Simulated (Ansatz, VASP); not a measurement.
**One calculation of RbBr, two programs**

```
CELL_PARAMETERS angstrom
0.00000 3.42750 3.42750
3.08475 0.00000 3.42750
3.08475 3.42750 0.00000
ATOMIC_POSITIONS crystal
Rb 0.00000 0.00000 0.00000
Br 0.50000 0.50000 0.50000
```

Change from the starting cell: strain -0.1000 x Voigt [1, 0, 0, 0, 0, 0], atoms carried along.

Alike in both runs: task single point; functional LDA; k mesh 6 × 6 × 6; occupations gaussian, width 0.05 eV; no spin polarisation.

|  | VASP | Ansatz |
| --- | --- | --- |
| version | VASP 6.6.1 | Ansatz 0.2.0 |
| potentials or method | VASP PAW LDA potentials, release 64 (Rb_sv, Br), cutoff 520 eV | scalar-relativistic, plane waves, PAW |
| valence electrons in the cell | 16 | 16 |

|  | VASP | Ansatz | Ansatz less VASP |
| --- | --- | --- | --- |
| gap on the k mesh at the Fermi level (eV) | 3.97 | 3.96 | -0.006 |
| least direct gap on the mesh (eV) | 3.97 | 3.96 | -0.006 |
| pressure (GPa) | 1.3 | 1.2 | -0.08 |
| traceless stress, the component that is largest in VASP (GPa) | 4.26 | 4.18 | -0.079 |

LDA's correlation is that of Perdew and Zunger in VASP and of Perdew and Wang (1992) in Ansatz.
